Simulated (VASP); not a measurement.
MgO:

```
CELL_PARAMETERS angstrom
0.00000 2.10217 2.10217
2.10217 0.00000 2.10217
2.10217 2.10217 0.00000
ATOMIC_POSITIONS crystal
Mg 0.00000 0.00000 0.00000
O 0.50000 0.50000 0.50000
```

Base run:

* Program: VASP 6.6.1
* Functional: PBEsol
* Potentials or basis: VASP PAW PBE potentials, release 64 (Mg, O)
* Cutoff: 520 eV
* k mesh: 8 × 8 × 8
* Occupations: gaussian, width 0.01 eV
* Spin: no spin polarisation

Its results: band gap on the k mesh 4.69 eV, direct; pressure 0.6 GPa.

**Question.** The run is repeated on the same cell with these changes: k mesh from 8 × 8 × 8 to 2 × 2 × 2. What comes out?

**Answer.** Band gap on the k mesh 4.41 eV, direct; pressure 5.5 GPa.

Caveats: some runs use coarse meshes; the PAW data sets were made with another functional, which shifts forces and pressure a little.

